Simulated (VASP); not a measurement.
# AlRu (Pm-3m) in VASP: further runs, part 2 of 2

VASP 6.6.1. Earlier steps stand in the parts before.

## 3. Single point, PBEsol

This run uses another cell than the first one, of 13.27 Å³/atom, 1.006 times its volume.

File INCAR:

```
PREC = Accurate
ENCUT = 520
EDIFF = 1E-6
ISMEAR = 0
SIGMA = 0.1
LREAL = F
LASPH = T
NELM = 100
ALGO = Fast
ISIF = 2
LWAVE = F
LCHARG = F
GGA = PS
NBANDS = 16
```

File KPOINTS:

```
regular mesh
0
Gamma
  6 6 6
```

File POSCAR:

```
AlRu
1.0
    2.9824954400      0.0000000000      0.0000000000
    0.0000000000      2.9824954400      0.0000000000
    0.0000000000      0.0000000000      2.9824954400
Al Ru
1 1
Direct
    0.0000000000      0.0000000000      0.0000000000
    0.5000000000      0.5000000000      0.5000000000
```

Potentials or basis: VASP PAW PBE potentials, release 64 (Al, Ru_pv).

Launch:

```console
cat potpaw_PBE.64/Al/POTCAR potpaw_PBE.64/Ru_pv/POTCAR > POTCAR
mpirun -np 1 vasp_std > vasp.out
```

OUTCAR:

```text
PREC = Accurate
   ENCUT = 520
   EDIFF = 1E-6
   ISMEAR = 0
   LREAL = F
   LASPH = T
   NELM = 100
   ISIF = 2
   GGA = PS

 ion  position               nearest neighbor table
   1  0.000  0.000  0.000-   2 2.58   2 2.58   2 2.58   2 2.58   2 2.58   2 2.58   2 2.58   2 2.58

   2  0.500  0.500  0.500-   1 2.58   1 2.58   1 2.58   1 2.58   1 2.58   1 2.58   1 2.58   1 2.58

  LATTYP: Found a simple cubic cell.
 ALAT       =     2.9824954400

  Lattice vectors:

 A1 = (   2.9824954400,   0.0000000000,   0.0000000000)
 A2 = (   0.0000000000,   2.9824954400,   0.0000000000)
 A3 = (   0.0000000000,   0.0000000000,   2.9824954400)

Analysis of symmetry for initial positions (statically):
=====================================================================
 Subroutine PRICEL returns:
 Original cell was already a primitive cell.

 Routine SETGRP: Setting up the symmetry group for a
 simple cubic supercell.

 Subroutine GETGRP returns: Found 48 space group operations
 (whereof 48 operations were pure point group operations)
 out of a pool of 48 trial point group operations.

The static configuration has the point symmetry O_h .

Analysis of symmetry for dynamics (positions and initial velocities):
=====================================================================
 Subroutine PRICEL returns:
 Original cell was already a primitive cell.

 Routine SETGRP: Setting up the symmetry group for a
 simple cubic supercell.

 Subroutine GETGRP returns: Found 48 space group operations
 (whereof 48 operations were pure point group operations)
 out of a pool of 48 trial point group operations.

The dynamic configuration has the point symmetry O_h .

 Subroutine INISYM returns: Found 48 space group operations
 (whereof 48 operations are pure point group operations),
 and found     1 'primitive' translations

----------------------------------------------------------------------------------------

                                     Primitive cell

  volume of cell :      26.5301

  direct lattice vectors                    reciprocal lattice vectors
     2.982495440  0.000000000  0.000000000     0.335289700  0.000000000  0.000000000
     0.000000000  2.982495440  0.000000000     0.000000000  0.335289700  0.000000000
     0.000000000  0.000000000  2.982495440     0.000000000  0.000000000  0.335289700

  length of vectors
     2.982495440  2.982495440  2.982495440     0.335289700  0.335289700  0.335289700

  position of ions in fractional coordinates (direct lattice)
     0.000000000  0.000000000  0.000000000
     0.500000000  0.500000000  0.500000000

  ion indices of the primitive-cell ions
   primitive index   ion index
                 1           1
                 2           2

----------------------------------------------------------------------------------------

 KPOINTS: regular mesh

Automatic generation of k-mesh.
 Grid dimensions read from file:
 generate k-points for:    6    6    6

 Generating k-lattice:

  Cartesian coordinates                     Fractional coordinates (reciprocal lattice)
     0.055881617  0.000000000  0.000000000     0.166666667  0.000000000  0.000000000
     0.000000000  0.055881617  0.000000000     0.000000000  0.166666667  0.000000000
     0.000000000  0.000000000  0.055881617     0.000000000  0.000000000  0.166666667

  Length of vectors
     0.055881617  0.055881617  0.055881617

  Shift w.r.t. Gamma in fractional coordinates (k-lattice)
     0.000000000  0.000000000  0.000000000

 Subroutine IBZKPT returns following result:
 ===========================================

 Found     20 irreducible k-points:

 Following reciprocal coordinates:
            Coordinates               Weight
  0.000000  0.000000  0.000000      1.000000
  0.166667  0.000000  0.000000      6.000000
  0.333333  0.000000  0.000000      6.000000
  0.500000  0.000000  0.000000      3.000000
  0.166667  0.166667  0.000000     12.000000
  0.333333  0.166667  0.000000     24.000000
[... 12 lines left out ...]
  0.500000  0.500000  0.333333      6.000000
  0.500000  0.500000  0.500000      1.000000
   k-points           NKPTS =     20   k-points in BZ     NKDIM =     20   number of bands    NBANDS=     16
   number of dos      NEDOS =    301   number of ions     NIONS =      2
   total plane-waves  NPLWV =  13824
   dimension x,y,z NGX =    24 NGY =   24 NGZ =   24
   dimension x,y,z NGXF=    48 NGYF=   48 NGZF=   48
   ions per type =               1   1
   NGX,Y,Z   is equivalent  to a cutoff of  13.38, 13.38, 13.38 a.u.
   NGXF,Y,Z  is equivalent  to a cutoff of  26.76, 26.76, 26.76 a.u.
 SYSTEM =  unknown system
   PREC   = accura    normal or accurate (medium, high low for compatibility)
   ISTART =      0    job   : 0-new  1-cont  2-samecut
   ICHARG =      2    charge: 1-file 2-atom 10-const
   ISPIN  =      1    spin polarized calculation?
   LNONCOLLINEAR =      F non collinear calculations
   LSORBIT =      F    spin-orbit coupling
   LASPH  =      T    aspherical Exc in radial PAW
   ENCUT  =  520.0 eV  38.22 Ry    6.18 a.u.   5.55  5.55  5.55*2*pi/ulx,y,z
   NELM   =    100;   NELMIN=  2; NELMDL= -5     # of ELM steps
   EDIFF  = 0.1E-05   stopping-criterion for ELM
   LREAL  =      F    real-space projection
   EDIFFG = 0.1E-04   stopping-criterion for IOM
   NSW    =      0    number of steps for IOM
   IBRION =     -1    ionic relax: 0-MD 1-quasi-New 2-CG
   NFREE  =      0    steps in history (QN), initial steepest desc. (CG)
   ISIF   =      2    stress and relaxation
   ISYM   =      2    0-nonsym 1-usesym 2-fastsym
   POTIM  = 0.5000    time-step for ionic-motion
   TEBEG  =    0.0;   TEEND  =   0.0 temperature during run
   PSTRESS=    0.0 pullay stress
   NELECT =      17.0000    total number of electrons
   NUPDOWN=      -1.0000    fix difference up-down
   EMIN   =  10.00;   EMAX   =-10.00  energy-range for DOS
   EFERMI =   0.00;   METHOD = LEGACY
   ISMEAR =     0;   SIGMA  =   0.10  broadening in eV -4-tet -1-fermi 0-gaus
   EFERMI_NEDOS =   21; number of points for ismear=-14 and -15
   IALGO  =     68    algorithm
   IMIX   =      4    mixing-type and parameters
     AMIX     =   0.40;   BMIX     =  1.00
     AMIX_MAG =   1.60;   BMIX_MAG =  1.00
  volume/ion in A,a.u.               =      13.27        89.52
  Fermi-wavevector in a.u.,A,eV,Ry     =   1.411382  2.667126 27.102807  1.992000
  Thomas-Fermi vector in A             =   2.533239
   LORBIT       =      0    0 simple, 1 ext, 2 COOP (PROOUT), +10 PAW based schemes
   GGA     = PS    functional components
   LHFCALC =     F    Hartree Fock is set to
   AEXX    =    0.0000 exact exchange contribution
   IVDW    =     0    specifies the selected vdW correction
   LEPSILON=     F    determine dielectric tensor
   LRPA    =     F    only Hartree local field effects (RPA)
 non-spin polarized calculation
 RMM-DIIS sequential band-by-band and
 Gauss-broadening in eV      SIGMA  =   0.10
  energy-cutoff  :      520.00
  volume of cell :       26.53
 maximum number of plane-waves:       739
 NGX is ok and might be reduce to    24
   NGX = 11   NGY = 11   NGZ = 11

 number of electron      16.9999995 magnetization

 Free energy of the ion-electron system (eV)
  ---------------------------------------------------
  ext. energy  EPLUGINS =         0.00000000
  ---------------------------------------------------
  free energy    TOTEN  =       -15.52500240 eV

  energy without entropy =      -15.51283091  energy(sigma->0) =      -15.51891666

 E-fermi :  10.5957     XC(G=0): -12.7364

 val. band max:       10.5334254321   @ k =   0.1667   0.1667   0.0000
 cond. band min:      10.5983826533   @ k =   0.3333   0.1667   0.0000
 fundamental gap:      0.0649572213
 Fermi energy:        10.5956517287

 k-point     1 :       0.0000    0.0000    0.0000
  band No.  band energies     occupation
      1     -31.0017      2.00000
      2     -31.0017      2.00000
      3     -31.0017      2.00000
      4       0.9870      2.00000
      5       7.0946      2.00000
      6       7.0946      2.00000
[... 8 lines left out ...]
     15      22.6760      0.00000
     16      25.9782      0.00000
[... 343 lines left out ...]
 k-point    20 :       0.5000    0.5000    0.5000
  band No.  band energies     occupation
      1     -31.1677      2.00000
      2     -31.1677      2.00000
      3     -31.1677      2.00000
      4       6.0350      2.00000
      5       6.0350      2.00000
      6       6.0350      2.00000
[... 8 lines left out ...]
     15      19.3728      0.00000
     16      22.6141      0.00000

------------------------ aborting loop because EDIFF is reached ----------------------------------------

  FORCE on cell =-STRESS in cart. coord.  units (eV):
  Direction    XX          YY          ZZ          XY          YZ          ZX
  --------------------------------------------------------------------------------------
  -------------------------------------------------------------------------------------
  Total       -0.2344515     -0.2344515     -0.2344515      0.0000000      0.0000000     -0.0000000
  in kB      -14.1587302    -14.1587302    -14.1587302      0.0000000      0.0000000     -0.0000000
  external PRESSURE =     -14.1587302 kB  Pullay stress =       0.0000000 kB

 VOLUME and BASIS-vectors are now :
 -----------------------------------------------------------------------------
  energy-cutoff  :      520.00
  volume of cell :       26.53
      direct lattice vectors                 reciprocal lattice vectors
     2.982495440  0.000000000  0.000000000     0.335289700  0.000000000  0.000000000
     0.000000000  2.982495440  0.000000000     0.000000000  0.335289700  0.000000000
     0.000000000  0.000000000  2.982495440     0.000000000  0.000000000  0.335289700

 POSITION                                       TOTAL-FORCE (eV/Angst)
 -----------------------------------------------------------------------------------
      0.00000      0.00000      0.00000         0.000000      0.000000      0.000000
      1.49125      1.49125      1.49125         0.000000      0.000000      0.000000
 -----------------------------------------------------------------------------------
    total drift:                                0.000000     -0.000000     -0.000000

  FREE ENERGIE OF THE ION-ELECTRON SYSTEM (eV)
  ---------------------------------------------------
  free  energy   TOTEN  =       -15.5250024023 eV

  energy  without entropy=      -15.5128309116  energy(sigma->0) =      -15.51891666
```

OSZICAR:

```text
N       E                     dE             d eps       ncg     rms          rms(c)
DAV:   1     0.113270148102E+03    0.11327E+03   -0.89350E+03   648   0.975E+02
DAV:   2    -0.146458599586E+02   -0.12792E+03   -0.12187E+03   736   0.292E+02
DAV:   3    -0.163014483317E+02   -0.16556E+01   -0.16513E+01   768   0.357E+01
DAV:   4    -0.163147751884E+02   -0.13327E-01   -0.13275E-01   832   0.322E+00
DAV:   5    -0.163150025108E+02   -0.22732E-03   -0.22704E-03   752   0.412E-01    0.134E+01
RMM:   6    -0.156209217334E+02    0.69408E+00   -0.22941E+00   654   0.118E+01    0.227E+00
RMM:   7    -0.155447958101E+02    0.76126E-01   -0.12911E-01   678   0.294E+00    0.195E+00
RMM:   8    -0.155253119104E+02    0.19484E-01   -0.19173E-02   689   0.967E-01    0.185E-01
RMM:   9    -0.155250162601E+02    0.29565E-03   -0.13203E-03   714   0.303E-01    0.131E-01
RMM:  10    -0.155250035959E+02    0.12664E-04   -0.17263E-04   722   0.122E-01    0.313E-02
RMM:  11    -0.155250040715E+02   -0.47556E-06   -0.39567E-05   728   0.492E-02    0.215E-02
RMM:  12    -0.155250023940E+02    0.16775E-05   -0.11314E-05   715   0.283E-02    0.642E-03
RMM:  13    -0.155250024023E+02   -0.83294E-08   -0.17177E-06   545   0.115E-02
   1 F= -.15525002E+02 E0= -.15518917E+02  d E =-.121715E-01
```

It took 8.2 s on 1 thread of Intel Xeon Platinum 8259CL at 2.50GHz (Skylake/Cascade Lake), shared host; peak memory 0.14 GiB.

What came out:

```
Free energy : -15.5250 eV
Pressure    : -1.4 GPa
```

Caveat: the PAW data sets were made with another functional, which shifts forces and pressure a little.
